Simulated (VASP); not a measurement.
Set up this calculation in VASP 6.6.1, as the native input.

```
Task                   : single point
Functional             : b88 exchange, pbe correlation
Potentials or basis    : VASP PAW PBE potentials, release 64 (W_sv)
Cutoff                 : 500 eV
k mesh                 : 12 × 12 × 12
Occupations            : methfessel-paxton, width 0.01 eV
Spin                   : no spin polarisation
Dipole correction      : no
Further INCAR settings : ALGO = Normal; EDIFF = 1e-06; NBANDS = 13
```

The structure of W lies in POSCAR:

```
W
1.0
   -1.6133792515      1.6133792515      1.6133792515
    1.6133792515     -1.6133792515      1.6133792515
    1.6133792515      1.6133792515     -1.6133792515
W
1
Direct
    0.0000000000      0.0000000000      0.0000000000
```

These files were run (other wordings do the same):

INCAR

```
PREC = Accurate
ENCUT = 500
EDIFF = 1E-6
ISMEAR = 1
SIGMA = 0.01
LREAL = F
LASPH = T
NELM = 120
ALGO = Normal
ISIF = 2
LWAVE = F
LCHARG = F
GGA = LIBXC
LIBXC1 = GGA_X_B88
LIBXC2 = GGA_C_PBE
NBANDS = 13
GGA_COMPAT = F
```

KPOINTS

```
regular mesh
0
Gamma
  12 12 12
```

Potentials or basis: VASP PAW PBE potentials, release 64 (W_sv).

Run with:

```console
$ cat potpaw_PBE.64/W_sv/POTCAR > POTCAR
$ mpirun -np 1 vasp_std > vasp.out
```

It gave:

| Property | Result |
| --- | --- |
| Pressure | -10.8 GPa |
| Band gap on the k mesh | zero (bands 7 and 8 overlap by 5.88 eV) |

Caveat: the cell stands under tension; the PAW data sets were made with another functional, which shifts forces and pressure a little; spin-orbit coupling is left out, which moves the levels of the heavy elements.

Run time: 7.2 s on 1 thread of Intel(R) Xeon(R) Platinum 8488C (Sapphire Rapids), with other jobs on the host, peak memory 0.13 GiB.
